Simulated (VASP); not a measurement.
Here is a VASP 6.6.1 calculation.

The input INCAR:

```
  PREC = Accurate
  ENCUT = 520
  EDIFF = 1E-6
  ISMEAR = 0
  SIGMA = 0.05
  LREAL = F
  LASPH = T
  NELM = 150
  ALGO = Normal
  ISIF = 2
  LWAVE = F
  LCHARG = T
  ISPIN = 2
  MAGMOM = 2 0
  LORBIT = 11
  LMAXMIX = 4
  LDAU = T
  LDAUTYPE = 2
  LDAUL = 2 -1
  LDAUU = 7 0
  LDAUJ = 0 0
  LDAUPRINT = 1
  GGA = PE
  LELF = T
  LVHAR = T
  NBANDS = 21
```

File KPOINTS:

```
regular mesh
0
Gamma
  12 12 12
```

File POSCAR:

```
MoSe
1.0
    0.0000000000      2.8392909707      2.8392909707
    2.8392909707      0.0000000000      2.8392909707
    2.8392909707      2.8392909707      0.0000000000
Mo Se
1 1
Direct
    0.0000000000      0.0000000000      0.0000000000
    0.2500000000      0.2500000000      0.2500000000
```

Potentials or basis: VASP PAW PBE potentials, release 64 (Mo_sv, Se).

Run with:

```bash
$ cat potpaw_PBE.64/Mo_sv/POTCAR potpaw_PBE.64/Se/POTCAR > POTCAR
$ mpirun -np 1 vasp_std > vasp.out
```

Problem. Estimate the pressure.

Solution. 27.7 GPa.

Problem. Predict the site moments.

Solution. Mo +3.70; Se -0.17 μB.

Problem. Estimate the net moment.

Solution. 4.00 μB per cell.

Eigenvalues of the final occupation matrices:
```csv
site,spin,trace,eigenvalues
site 1 d,1,3.90,0.74 0.74 0.74 0.84 0.84
site 1 d,2,0.29,0.02 0.02 0.08 0.08 0.08
```

Caveat: the cell stands under pressure.
